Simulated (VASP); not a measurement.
# W3S: single point with PBE

W3S, a slab with vacuum:

```
W S
1.0
     2.75716    0.00000    0.00000
    -0.91905    2.59948    0.00000
     0.00000    0.00000   19.85622
W S
3 1
Direct
  0.50000 0.50000 0.20145
  0.00000 0.00000 0.31114
  0.50000 0.50000 0.42084
  0.66667 0.66667 0.53777
```

```json
{
  "Program": "VASP 6.6.1",
  "Task": "single point",
  "Functional": "PBE",
  "Potentials or basis": "VASP PAW PBE potentials, release 64 (W_sv, S)",
  "Cutoff": "520 eV",
  "k mesh": "10 × 10 × 1",
  "Occupations": "gaussian, width 0.1 eV",
  "Spin": "no spin polarisation",
  "Dipole correction": "yes",
  "Further INCAR settings": "ALGO = Normal; EDIFF = 1e-06; NBANDS = 32"
}
```

```json
{"Largest force": "0.864 eV/Å", "Band gap on the k mesh": "zero (bands 24 and 25 overlap by 1.47 eV)"}
```

Forces on the atoms (eV/Å):
```
W    0.071  0.101  0.086
W   -0.259 -0.366 -0.739
W    0.310  0.438  0.647
S   -0.122 -0.173  0.006
```

Levels at points of the mesh, in eV from the Fermi level:
| k point | band 22 | band 23 | band 24 | band 25 | band 26 | band 27 |
| --- | --- | --- | --- | --- | --- | --- |
| (0.00, 0.00, 0.00) | -1.02 | -0.63 | 0.27 | 1.28 | 1.76 | 1.84 |
| (0.50, 0.00, 0.00) | -1.06 | 0.29 | 0.93 | 1.43 | 1.85 | 2.23 |
| (0.50, 0.50, 0.00) | -1.68 | 0.06 | 0.46 | 1.29 | 1.93 | 2.23 |

Wall time 6.3 min on 1 thread of Intel Xeon 8259CL (shared host), peak memory 0.35 GiB.

Caveat: spin-orbit coupling is left out, which moves the levels of the heavy elements.
